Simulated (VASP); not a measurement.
A run of VASP 6.6.1 is set up as follows.

File INCAR:

```
PREC     = Accurate       # precision mode
ENCUT    = 600            # plane-wave cutoff, eV
EDIFF    = 1E-7           # SCF threshold, eV
ISMEAR   = -1             # smearing method
SIGMA    = 0.1            # smearing width, eV
LREAL    = False          # projectors in reciprocal space
LASPH    = True           # aspherical terms in the spheres
NELM     = 60             # most SCF steps
ALGO     = Normal         # electronic algorithm
ISIF     = 3              # what is computed and relaxed
LWAVE    = False          # write WAVECAR
LCHARG   = False          # write CHGCAR
GGA      = PE             # functional
IBRION   = 2              # ionic algorithm
NSW      = 32             # ionic steps
EDIFFG   = -0.005         # ionic threshold
PSTRESS  = 110.0
```

File KPOINTS:

```
Automatic mesh
0
Gamma
  15 15 15
```

File POSCAR:

```
Yb
1.0
   -1.8551588275      1.8551588275      1.8551588275
    1.8551588275     -1.8551588275      1.8551588275
    1.8551588275      1.8551588275     -1.8551588275
Yb
1
Direct
    0.0000000000      0.0000000000      0.0000000000
```

Potentials or basis: VASP PAW PBE potentials, release 64 (Yb).

Launch:

```sh
$ cat potpaw_PBE.64/Yb/POTCAR > POTCAR
$ mpirun -np 1 vasp_std > vasp.out
```

(1) Predict the relaxed volume.

(2) Estimate the relaxed cell.

(3) What does it give for the band gap on the k mesh?

## Answers

(1) 25.56 Å³/atom.

(2) a = 3.214 Å, b = 3.214 Å, c = 3.214 Å, α = 109.47°, β = 109.47°, γ = 109.47°.

(3) zero (bands 12 and 13 overlap by 0.90 eV).

Caveat: the cell is relaxed towards a set pressure, so the run minimises the enthalpy, not the energy; spin-orbit coupling is left out, which moves the levels of the heavy elements.
